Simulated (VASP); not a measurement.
Input of a VASP 6.6.1 run:

The input INCAR:

```
PREC = Accurate
ENCUT = 520
EDIFF = 1E-7
ISMEAR = -1
SIGMA = 0.03
LREAL = False
LASPH = True
NELM = 60
ALGO = Normal
ISIF = 2
LWAVE = False
LCHARG = False
GGA = PS
NBANDS = 42
```

File KPOINTS:

```
regular mesh
0
Gamma
  6 6 6
```

The input POSCAR:

```
LaYF6
1.0
    3.1707000646      1.8306045358      5.1920196909
   -3.1707000646      1.8306045358      5.1920196909
    0.0000000000     -3.6612090716      5.1920196909
La Y F
1 1 6
Direct
    0.5000000000      0.5000000000      0.5000000000
    0.0000000000      0.0000000000      0.0000000000
    0.7583712169      0.7584338829      0.2416842949
    0.7584338829      0.2416842949      0.7583712169
    0.7583157051      0.2416287831      0.2415661171
    0.2415661171      0.7583157051      0.2416287831
    0.2416287831      0.2415661171      0.7583157051
    0.2416842949      0.7583712169      0.7584338829
```

Potentials or basis: VASP PAW PBE potentials, release 64 (La, Y_sv, F).

The run is started by

```console
$ cat potpaw_PBE.64/La/POTCAR potpaw_PBE.64/Y_sv/POTCAR potpaw_PBE.64/F/POTCAR > POTCAR
$ mpirun -np 1 vasp_std > vasp.out
```

(1) Predict the largest force.

(2) Estimate the band gap on the k mesh.

## Answers

(1) 0.017 eV/Å.

(2) 7.19 eV.

Caveat: the PAW data sets were made with another functional, which shifts forces and pressure a little; spin-orbit coupling is left out, which moves the levels of the heavy elements.
